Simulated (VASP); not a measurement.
WO:

```
W O
1.0
     2.52111    0.00000    0.00000
     0.00000    2.52111    0.00000
     0.00000    0.00000    2.52111
W O
1 1
Cartesian
  0.0000 0.0000 0.0000
  1.2606 1.2606 1.2606
```

| Item | Value |
| --- | --- |
| Program | VASP 6.6.1 |
| Task | relaxation of cell and atoms |
| Functional | PBE |
| Potentials or basis | VASP PAW PBE potentials, release 64 (W_sv, O) |
| Cutoff | 600 eV |
| k mesh | 8 × 8 × 8 |
| Occupations | gaussian, width 0.1 eV |
| Spin | no spin polarisation |

At the start: pressure 171.9 GPa; volume 8.01 Å³/atom.

Q: Where does the relaxation end?

A: Over 5 steps the energy falls by 1286.8 meV/atom and the volume is 11.31 Å³/atom (+41.2 %); space group Pm-3m (No. 221, to 0.05 Å).

The path:
```tsv
step	energy change (eV)	largest force (eV/Å)	pressure (GPa)	volume (Å³)
1	0.0000	0.0000	171.86	16.02
2	3.6003	0.0000	-54.68	45.36
3	-2.4676	0.0000	-17.16	24.49
4	-2.5612	0.0000	-6.22	23.23
5	-2.5735	0.0000	-0.13	22.62
```

Final structure:
```cif
data_structure
_symmetry_space_group_name_H-M 'P 1'
_symmetry_Int_Tables_number 1
_cell_length_a 2.8281
_cell_length_b 2.8281
_cell_length_c 2.8281
_cell_angle_alpha 90.000
_cell_angle_beta 90.000
_cell_angle_gamma 90.000
_cell_volume 22.62
loop_
_atom_site_label
_atom_site_type_symbol
_atom_site_fract_x
_atom_site_fract_y
_atom_site_fract_z
_atom_site_occupancy
W1 W 0.00000 0.00000 0.00000 1
O1 O 0.50000 0.50000 0.50000 1
```

Caveat: the volume moved by over 15 % at a fixed basis, so the end points are rough.
